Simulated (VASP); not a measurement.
Here is a VASP 6.6.1 calculation.

INCAR

```
SYSTEM = Tl
PREC     = Accurate       ! precision mode
ENCUT    = 600            ! plane-wave cutoff, eV
EDIFF    = 1E-7           ! SCF threshold, eV
ISMEAR   = -1             ! smearing method
SIGMA    = 0.08           ! smearing width, eV
LREAL    = .FALSE.        ! projectors in reciprocal space
LASPH    = .TRUE.         ! aspherical terms in the spheres
NELM     = 60             ! most SCF steps
ALGO     = Normal         ! electronic algorithm
ISIF     = 4              ! what is computed and relaxed
LWAVE    = .FALSE.        ! write WAVECAR
LCHARG   = .FALSE.        ! write CHGCAR
GGA      = PS             ! functional
IBRION   = 2              ! ionic algorithm
NSW      = 50             ! ionic steps
EDIFFG   = -0.005         ! ionic threshold
```

Contents of KPOINTS:

```
Automatic mesh
0
G
  14 14 8
  0 0 0
```

Contents of POSCAR:

```
Tl
1.0
    3.1550097894      0.0000000000      0.0000000000
   -1.5775048947      2.7323186268      0.0000000000
    0.0000000000      0.0000000000      5.0406178896
Tl
2
Direct
    0.3333333333      0.6666666667      0.2500000000
    0.6666666667      0.3333333333      0.7500000000
```

Potentials or basis: VASP PAW PBE potentials, release 64 (Tl_d).

Run with:

```bash
$ cat potpaw_PBE.64/Tl_d/POTCAR > POTCAR
$ mpirun -np 1 vasp_std > vasp.out
```

Task: Estimate the band gap on the k mesh.

Result: Zero (bands 13 and 14 overlap by 7.58 eV).

Final structure:
```xyz
2
Lattice="3.1255 0.0000 0.0000 -1.5628 2.7068 0.0000 0.0000 0.0000 5.1361" Properties=species:S:1:pos:R:3 pbc="T T T"
Tl    0.0000    1.8045    1.2840
Tl    1.5628    0.9023    3.8521
```

Caveat: spin-orbit coupling is left out, which moves the levels of the heavy elements.
